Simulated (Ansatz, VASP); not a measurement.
**One calculation of KF, two programs**

```xyz
2
Lattice="2.6542 2.6542 0.0000 -2.6542 2.6542 0.0000 0.0000 2.6542 2.6542" Properties=species:S:1:pos:R:3 pbc="T T T"
K     0.0000    0.0000    0.0000
F     0.0000    2.6542    0.0000
```

Alike in both runs: functional PBEsol; k mesh 12 × 12 × 12; occupations fermi-dirac, width 0.05 eV; no spin polarisation.

Ansatz relaxed the structure, and its values are those at the end. VASP's run is a single point on that final structure, the one shown.

|  | VASP | Ansatz |
| --- | --- | --- |
| version | VASP 6.6.1 | Ansatz 0.2.0 |
| potentials or method | VASP PAW PBE potentials, release 64 (K_sv, F) | PAW with Ansatz's default frozen-core files, scalar-relativistic |
| plane-wave cutoff (eV) | 520 | 420 |
| valence electrons in the cell | 16 | 16 |

```csv
,VASP,Ansatz,Ansatz less VASP
gap on the k mesh at the Fermi level (eV),6.13,6.15,+0.017
pressure (GPa),0.0,0.0,-0.06
```

VASP's potentials were made for PBE, not for PBEsol. The functional is the same, so the differences come from potentials, cutoffs and numerics.
